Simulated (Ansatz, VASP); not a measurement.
AlCo in VASP and in Ansatz

```
Al Co
1.0
     3.20131    0.00000    0.00000
     0.00000    3.20131    0.00000
     0.00000    0.00000    2.26333
Al Co
1 1
Direct
  0.00000 0.00000 0.00000
  0.50000 0.50000 0.50000
```

Alike in both runs: task single point; functional PBE; k mesh 24 × 24 × 24; occupations gaussian, width 0.15 eV; no spin polarisation.

|  | VASP | Ansatz |
| --- | --- | --- |
| version | VASP 6.6.1 | Ansatz 0.2.0 |
| potentials or method | VASP PAW PBE potentials, release 64 (Al, Co), cutoff 520 eV | scalar-relativistic, plane waves, PAW |
| valence electrons in the cell | 12 | 20 |

|  | VASP | Ansatz | Ansatz less VASP |
| --- | --- | --- | --- |
| gap on the k mesh at the Fermi level (eV) | none | none | - |
| pressure (GPa) | 19.9 | 20.1 | +0.24 |
| traceless stress, the component that is largest in VASP (GPa) | 60.68 | 60.79 | +0.114 |

A gap of «none» marks a metal or a gap that the smearing closes. The functional is the same, so the differences come from potentials, cutoffs and numerics. VASP's potentials hold 12 valence electrons a cell and Ansatz's 20, so a difference there can come from the potentials and not from the codes.
